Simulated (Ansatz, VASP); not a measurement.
**One calculation of Ta3N4, two programs**

```
Ta N
1.0
     3.10924    0.00000    0.00000
    -1.55462    2.69268    0.00000
     0.00000    0.00000    9.97641
Ta N
3 4
Direct
  0.00000 0.00000 0.00000
  0.00000 0.00000 0.28196
  0.00000 0.00000 0.71804
  0.33333 0.66667 0.86399
  0.66667 0.33333 0.13601
  0.33333 0.66667 0.36645
  0.66667 0.33333 0.63355
```

Alike in both runs: task single point; functional PBE; dispersion D3(BJ); k mesh 6 × 6 × 2; occupations gaussian, width 0.1 eV; collinear spin.

```csv
,VASP,Ansatz
version,VASP 6.6.1,Ansatz 0.2.0
potentials or method,"VASP PAW PBE potentials, release 64 (Ta_pv, N), cutoff 520 eV","scalar-relativistic, plane waves, PAW"
valence electrons in the cell,53,59
```

|  | VASP | Ansatz | Ansatz less VASP |
| --- | --- | --- | --- |
| gap on the k mesh at the Fermi level (eV) | none | none | - |
| pressure (GPa) | 0.8 | 0.1 | -0.78 |
| traceless stress, the component that is largest in VASP (GPa) | -0.19 | -0.05 | +0.141 |
| rms of the force components (eV/Å) | 0.030 | 0.003 | -0.0277 |
| net moment per atom (μB) | 0.00 | 0.00 | 0.000 |

Atom by atom the forces differ by 0.030 eV/Å (rms over components). A gap of «none» marks a metal or a gap that the smearing closes. VASP's potentials hold 53 valence electrons a cell and Ansatz's 59, so a difference there can come from the potentials and not from the codes. Ansatz's warnings: seeded moment not kept.

The k mesh is coarse, so the values compare programs but aren't converged. Neither program's run includes spin-orbit coupling.
